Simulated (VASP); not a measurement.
Set up this calculation in VASP 6.6.1, as the native input.

| Quantity | Value |
| --- | --- |
| Task | single point |
| Functional | LDA |
| Potentials or basis | VASP PAW LDA potentials, release 64 (Si) |
| Cutoff | 520 eV |
| k mesh | 10 × 8 × 10 |
| Occupations | gaussian, width 0.02 eV |
| Spin | no spin polarisation |
| Dipole correction | no |
| Further INCAR settings | ALGO = Fast; EDIFF = 1e-07; NBANDS = 16 |

The structure of Si lies in POSCAR:

```
Si
1.0
    3.8310063354      0.0000000000      0.0000000000
    0.0000000000      5.4178611170      0.0000000000
    0.0000000000      0.0000000000      3.8062867333
Si
4
Direct
    0.0000000000      0.0000000000      0.0000000000
    0.5000000000      0.5000000000      0.5000000000
    0.0000000000      0.2500000000      0.5000000000
    0.5000000000      0.7500000000      0.0000000000
```

One way to write it, as run:

INCAR

```
ALGO = Fast
EDIFF = 1E-7
ENCUT = 520
ISIF = 2
ISMEAR = 0
LASPH = True
LCHARG = False
LREAL = False
LWAVE = False
NBANDS = 16
NELM = 100
PREC = Accurate
SIGMA = 0.02
```

KPOINTS

```
k-points
0
Gamma
  10 8 10
```

Potentials or basis: VASP PAW LDA potentials, release 64 (Si).

Command:

```bash
$ cat potpaw_LDA.64/Si/POTCAR > POTCAR
$ mpirun -np 1 vasp_std > vasp.out
```

Results of the run:

```json
{
 "Pressure": "-0.2 GPa",
 "Largest force": "0.064 eV/Å",
 "Band gap on the k mesh": "0.43 eV"
}
```

Wall time 100 s on 1 thread of AMD EPYC 9R14 (Zen 4), with other jobs on the host, peak memory 0.23 GiB.
